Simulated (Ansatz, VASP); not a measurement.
One calculation of C, two programs

The input POSCAR:

```
C
1.0
    0.0000000000      1.6942300000      1.6942300000
    1.7834000000     -0.0891700000      1.7834000000
    1.7834000000      1.7834000000     -0.0891700000
C
2
Direct
    0.5000000000      0.5000000000      0.5000000000
    0.7500000000      0.7500000000      0.7500000000
```

File INCAR.step1:

```
PREC = Accurate ; ENCUT = 520
ISMEAR = 0 ; SIGMA = 0.05
LREAL = F ; LASPH = T
NELM = 100 ; NBANDS = 11
GGA = PE ; ALGO = Normal
EDIFF = 1E-4 ; LWAVE = T
LCHARG = F
```

The input INCAR.step2:

```
PREC = Accurate ; ENCUT = 520
EDIFF = 1E-7 ; ISMEAR = 0
SIGMA = 0.05 ; LREAL = F
LASPH = T ; NELM = 100
ALGO = Normal ; ISIF = 2
LWAVE = F ; LCHARG = T
METAGGA = R2SCAN ; LMIXTAU = T
LELF = T ; LVHAR = T
NBANDS = 11 ; ISTART = 1
```

The input KPOINTS:

```
regular mesh
0
Gamma
  12 12 12
```

Input for Ansatz:

```yaml
crystal:
  lattice:
    - [0.0, 1.69423, 1.69423]
    - [1.7834, -0.08917, 1.7834]
    - [1.7834, 1.7834, -0.08917]
  atoms:
    - { symbol: C, position: [0.5, 0.5, 0.5] }
    - { symbol: C, position: [0.75, 0.75, 0.75] }
basis:
  ecutwfc: 500
kpoints:
  mp_grid: { grid: [12, 12, 12] }
hamiltonian:
  xc: r2scan
scf:
  occupations: { method: gaussian, width: 0.05 }
output:
  forces: true
  stress: true
  eigenvalues: true
```

Change from the starting cell: strain -0.1000 x Voigt [0, 0, 0, 1, 0, 0], atoms carried along.

Alike in both runs: task single point; functional r2SCAN; k mesh 12 × 12 × 12; occupations gaussian, width 0.05 eV; no spin polarisation.

```csv
,VASP,Ansatz
version,VASP 6.6.1,Ansatz 0.2.0
potentials or method,"VASP PAW PBE potentials, release 64 (C), cutoff 520 eV","scalar-relativistic, plane waves, PAW"
valence electrons in the cell,8,8
```

Ansatz gave:

```
gap on the k mesh at the Fermi level (eV)                     : 3.06
least direct gap on the mesh (eV)                             : 4.30
pressure (GPa)                                                : 3.0
traceless stress, the component that is largest in VASP (GPa) : 58.64
rms of the force components (eV/Å)                            : 0.119
```

Q: Estimate VASP's values.

A: gap on the k mesh at the Fermi level (eV): 3.04; least direct gap on the mesh (eV): 4.26; pressure (GPa): 4.1; traceless stress, the component that is largest in VASP (GPa): 59.03; rms of the force components (eV/Å): 0.141.

VASP's potentials were made for PBE, not for r2SCAN. Atom by atom the forces differ by 0.021 eV/Å (rms over components).
